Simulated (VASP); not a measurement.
# Cu2Cl (Fd-3m) in VASP: further runs, part 2 of 2

VASP 6.6.1.

## Step 3: Relaxation of cell and atoms, PBE

This run uses another cell than the first one, of 15.59 Å³/atom.

File INCAR:

```
PREC = Accurate ; ENCUT = 600
EDIFF = 1E-7 ; ISMEAR = 0
SIGMA = 0.1 ; LREAL = False
LASPH = True ; NELM = 60
ALGO = Normal ; ISIF = 3
LWAVE = False ; LCHARG = False
GGA = PE ; IBRION = 2
NSW = 100 ; EDIFFG = -0.01
```

File KPOINTS:

```
Automatic mesh
0
Gamma
  10 10 10
```

File POSCAR:

```
Cu2Cl
1.0
    0.0000000000      3.6030499034      3.6030499034
    3.6030499034      0.0000000000      3.6030499034
    3.6030499034      3.6030499034      0.0000000000
Cu Cl
4 2
Direct
    0.1250000000      0.1250000000      0.1250000000
    0.6250000000      0.1250000000      0.1250000000
    0.1250000000      0.1250000000      0.6250000000
    0.1250000000      0.6250000000      0.1250000000
    0.5000000000      0.5000000000      0.5000000000
    0.7500000000      0.7500000000      0.7500000000
```

Potentials or basis: VASP PAW PBE potentials, release 64 (Cu, Cl).

The run is started by

```
$ cat potpaw_PBE.64/Cu/POTCAR potpaw_PBE.64/Cl/POTCAR > POTCAR
$ mpirun -np 1 vasp_std > vasp.out
```

OUTCAR:

```text
PREC = Accurate
   ENCUT = 600
   EDIFF = 1E-7
   ISMEAR = 0
   LREAL = False
   LASPH = True
   NELM = 60
   ISIF = 3
   GGA = PE
   IBRION = 2
   NSW = 100
   EDIFFG = -0.01

 ion  position               nearest neighbor table
   1  0.125  0.125  0.125-   2 2.55   3 2.55   4 2.55   3 2.55   4 2.55   2 2.55
   2  0.625  0.125  0.125-   1 2.55   3 2.55   4 2.55   1 2.55   3 2.55   4 2.55
   3  0.125  0.125  0.625-   1 2.55   1 2.55   2 2.55   4 2.55   4 2.55   2 2.55
   4  0.125  0.625  0.125-   1 2.55   3 2.55   1 2.55   2 2.55   3 2.55   2 2.55
   5  0.500  0.500  0.500-
   6  0.750  0.750  0.750-

  LATTYP: Found a face centered cubic cell.
 ALAT       =     7.2060998068

  Lattice vectors:

 A1 = (   0.0000000000,   3.6030499034,   3.6030499034)
 A2 = (   3.6030499034,   0.0000000000,   3.6030499034)
 A3 = (   3.6030499034,   3.6030499034,   0.0000000000)

Analysis of symmetry for initial positions (statically):
=====================================================================
 Subroutine PRICEL returns:
 Original cell was already a primitive cell.

 Routine SETGRP: Setting up the symmetry group for a
 face centered cubic supercell.

 Subroutine GETGRP returns: Found 48 space group operations
 (whereof 24 operations were pure point group operations)
 out of a pool of 48 trial point group operations.

The static configuration has the point symmetry T_d .
 The point group associated with its full space group is O_h .

Analysis of symmetry for dynamics (positions and initial velocities):
=====================================================================
 Subroutine PRICEL returns:
 Original cell was already a primitive cell.

 Routine SETGRP: Setting up the symmetry group for a
 face centered cubic supercell.

 Subroutine GETGRP returns: Found 48 space group operations
 (whereof 24 operations were pure point group operations)
 out of a pool of 48 trial point group operations.

The dynamic configuration has the point symmetry T_d .
 The point group associated with its full space group is O_h .

 Subroutine INISYM returns: Found 48 space group operations
 (whereof 24 operations are pure point group operations),
 and found     1 'primitive' translations

----------------------------------------------------------------------------------------

                                     Primitive cell

  volume of cell :      93.5494

  direct lattice vectors                    reciprocal lattice vectors
     0.000000000  3.603049903  3.603049903    -0.138771322  0.138771322  0.138771322
     3.603049903  0.000000000  3.603049903     0.138771322 -0.138771322  0.138771322
     3.603049903  3.603049903  0.000000000     0.138771322  0.138771322 -0.138771322

  length of vectors
     5.095482039  5.095482039  5.095482039     0.240358981  0.240358981  0.240358981

[... 129 lines left out ...]

 number of electron      57.9999994 magnetization

 Free energy of the ion-electron system (eV)
  ---------------------------------------------------
  ext. energy  EPLUGINS =         0.00000000
  ---------------------------------------------------
  free energy    TOTEN  =       -16.56494496 eV

  energy without entropy =      -16.53787614  energy(sigma->0) =      -16.55141055

------------------------ aborting loop because EDIFF is reached ----------------------------------------

  FORCE on cell =-STRESS in cart. coord.  units (eV):
  Direction    XX          YY          ZZ          XY          YZ          ZX
  --------------------------------------------------------------------------------------
  -------------------------------------------------------------------------------------
  Total        0.2106486      0.2106486      0.2106486     -0.0000000     -0.0000000      0.0000000
  in kB        3.6076819      3.6076819      3.6076819     -0.0000000     -0.0000000      0.0000000
  external PRESSURE =       3.6076819 kB  Pullay stress =       0.0000000 kB

 VOLUME and BASIS-vectors are now :
 -----------------------------------------------------------------------------
  energy-cutoff  :      600.00
  volume of cell :       93.55
      direct lattice vectors                 reciprocal lattice vectors
     0.000000000  3.603049903  3.603049903    -0.138771322  0.138771322  0.138771322
     3.603049903  0.000000000  3.603049903     0.138771322 -0.138771322  0.138771322
     3.603049903  3.603049903  0.000000000     0.138771322  0.138771322 -0.138771322

 POSITION                                       TOTAL-FORCE (eV/Angst)
 -----------------------------------------------------------------------------------
      0.90076      0.90076      0.90076         0.000000     -0.000000      0.000000
      0.90076      2.70229      2.70229         0.000000     -0.000000      0.000000
      2.70229      2.70229      0.90076         0.000000     -0.000000      0.000000
      2.70229      0.90076      2.70229         0.000000     -0.000000      0.000000
      3.60305      3.60305      3.60305         0.000000      0.000000      0.000000
      5.40457      5.40457      5.40457        -0.000000     -0.000000     -0.000000
 -----------------------------------------------------------------------------------
    total drift:                                0.000000      0.000000      0.000000

  FREE ENERGIE OF THE ION-ELECTRON SYSTEM (eV)
  ---------------------------------------------------
  free  energy   TOTEN  =       -16.5649449603 eV

  energy  without entropy=      -16.5378761446  energy(sigma->0) =      -16.55141055

--------------------------------------- Ionic step        2  -------------------------------------------

 number of electron      57.9999996 magnetization

 Free energy of the ion-electron system (eV)
  ---------------------------------------------------
  ext. energy  EPLUGINS =         0.00000000
  ---------------------------------------------------
  free energy    TOTEN  =       -16.56550432 eV

  energy without entropy =      -16.53807173  energy(sigma->0) =      -16.55178803

 E-fermi :   4.9369     XC(G=0): -11.0399

 val. band max:        4.9287888963   @ k =  -0.3000   0.3000   0.1000
 cond. band min:       4.9460848620   @ k =  -0.3000   0.4000   0.2000
 fundamental gap:      0.0172959657
 Fermi energy:         4.9369308318

 k-point     1 :       0.0000    0.0000    0.0000
  band No.  band energies     occupation
      1     -10.8573      2.00000
      2      -9.4324      2.00000
      3      -0.2688      2.00000
      4       0.3058      2.00000
      5       0.3058      2.00000
      6       0.3058      2.00000
[... 877 lines left out ...]
     33       9.4800      0.00000
     34      10.3175      0.00000

 [... further k-points ...]

------------------------ aborting loop because EDIFF is reached ----------------------------------------

  FORCE on cell =-STRESS in cart. coord.  units (eV):
  Direction    XX          YY          ZZ          XY          YZ          ZX
  --------------------------------------------------------------------------------------
  -------------------------------------------------------------------------------------
  Total        0.0096945      0.0096945      0.0096945      0.0000000      0.0000000      0.0000000
  in kB        0.1651923      0.1651923      0.1651923      0.0000000      0.0000000      0.0000000
  external PRESSURE =       0.1651923 kB  Pullay stress =       0.0000000 kB

 VOLUME and BASIS-vectors are now :
 -----------------------------------------------------------------------------
  energy-cutoff  :      600.00
  volume of cell :       94.03
      direct lattice vectors                 reciprocal lattice vectors
    -0.000000000  3.609152416  3.609152416    -0.138536682  0.138536682  0.138536682
     3.609152416 -0.000000000  3.609152416     0.138536682 -0.138536682  0.138536682
     3.609152416  3.609152416  0.000000000     0.138536682  0.138536682 -0.138536682

 POSITION                                       TOTAL-FORCE (eV/Angst)
 -----------------------------------------------------------------------------------
      0.90229      0.90229      0.90229         0.000000      0.000000      0.000000
      0.90229      2.70686      2.70686         0.000000      0.000000      0.000000
      2.70686      2.70686      0.90229         0.000000      0.000000      0.000000
      2.70686      0.90229      2.70686        -0.000000      0.000000      0.000000
      3.60915      3.60915      3.60915        -0.000000     -0.000000     -0.000000
      5.41373      5.41373      5.41373         0.000000      0.000000      0.000000
 -----------------------------------------------------------------------------------
    total drift:                                0.000000      0.000000      0.000000

  FREE ENERGIE OF THE ION-ELECTRON SYSTEM (eV)
  ---------------------------------------------------
  free  energy   TOTEN  =       -16.5655043178 eV

  energy  without entropy=      -16.5380717348  energy(sigma->0) =      -16.55178803

 reached required accuracy - stopping structural energy minimisation
```

OSZICAR:

```text
N       E                     dE             d eps       ncg     rms          rms(c)
DAV:   1     0.554346023767E+03    0.55435E+03   -0.28644E+04  3196   0.279E+03
DAV:   2     0.656866291237E+02   -0.48866E+03   -0.48022E+03  3198   0.499E+02
DAV:   3    -0.125468552211E+02   -0.78233E+02   -0.75431E+02  4718   0.220E+02
[... 27 lines left out ...]
DAV:   7    -0.165655034640E+02   -0.12350E-05   -0.74081E-06  3786   0.230E-02    0.821E-03
DAV:   8    -0.165655043852E+02   -0.92123E-06   -0.72458E-07  3758   0.597E-03    0.256E-03
DAV:   9    -0.165655045370E+02   -0.15178E-06   -0.58859E-07  3332   0.151E-02    0.233E-03
DAV:  10    -0.165655044051E+02    0.13192E-06   -0.11598E-07  1948   0.296E-03    0.124E-03
DAV:  11    -0.165655043178E+02    0.87246E-07   -0.25464E-08  1780   0.268E-03
   2 F= -.16565504E+02 E0= -.16551788E+02  d E =-.559358E-03
```

CONTCAR:

```text
Cu2Cl
   1.00000000000000
    -0.0000000000000000    3.6091524162120225    3.6091524162120225
     3.6091524162120225   -0.0000000000000000    3.6091524162120225
     3.6091524162120225    3.6091524162120225    0.0000000000000000
  Cu              Cl
     4     2
Direct
     0.1250000000000000    0.1250000000000000    0.1250000000000000
     0.6250000000000000    0.1250000000000000    0.1250000000000000
     0.1250000000000000    0.1250000000000000    0.6250000000000000
     0.1250000000000000    0.6250000000000000    0.1250000000000000
     0.5000000000000000    0.5000000000000000    0.5000000000000000
     0.7500000000000000    0.7500000000000000    0.7500000000000000

  0.00000000E+00  0.00000000E+00  0.00000000E+00
  0.00000000E+00  0.00000000E+00  0.00000000E+00
  0.00000000E+00  0.00000000E+00  0.00000000E+00
  0.00000000E+00  0.00000000E+00  0.00000000E+00
  0.00000000E+00  0.00000000E+00  0.00000000E+00
  0.00000000E+00  0.00000000E+00  0.00000000E+00
```

It took 6.6 min on 1 thread of Intel Xeon 6975P-C (Granite Rapids), shared host; peak memory 0.34 GiB.

Results:

```yaml
Free_energy: -16.5655 eV
Relaxed_volume: 15.67 Å³/atom
Relaxed_cell: a = 5.104 Å, b = 5.104 Å, c = 5.104 Å, α = 60.00°, β = 60.00°, γ = 60.00°
Space_group_after_relaxing_to_0.1_Å: Fd-3m (No. 227)
Energy_gained_by_relaxing: 0.1 meV/atom
Ionic_steps: 2
Pressure_after_relaxing: 0.0 GPa
Band_gap_on_the_k_mesh: zero (bands 29 and 30 overlap by 0.13 eV)
```

Step by step:
```tsv
step	energy change (eV)	largest force (eV/Å)	pressure (GPa)	volume (Å³)
1	0.0000	0.0000	0.36	93.55
2	-0.0006	0.0000	0.02	94.03
```

Final structure:
```
Cu Cl
1.0
     0.00000    3.60915    3.60915
     3.60915    0.00000    3.60915
     3.60915    3.60915    0.00000
Cu Cl
4 2
Direct
  0.12500 0.12500 0.12500
  0.62500 0.12500 0.12500
  0.12500 0.12500 0.62500
  0.12500 0.62500 0.12500
  0.50000 0.50000 0.50000
  0.75000 0.75000 0.75000
```

Levels at points of the mesh, in eV from the Fermi level:
```
           k point  band 25  band 26  band 27  band 28  band 29  band 30  band 31  band 32  band 33  band 34
(0.00, 0.00, 0.00)    -1.01    -1.01    -0.56    -0.56    -0.56     1.05     4.05     4.05     5.14     5.14
(0.50, 0.00, 0.00)    -1.15    -0.89    -0.75    -0.75    -0.56     0.43     3.52     3.52     3.67     5.48
(0.50, 0.50, 0.00)    -0.88    -0.88    -0.79    -0.79    -0.08    -0.08     4.17     4.17     4.70     4.70
```

With open d or f shells a metallic result of PBE can be an artefact of self-interaction; +U or a hybrid may open a gap.
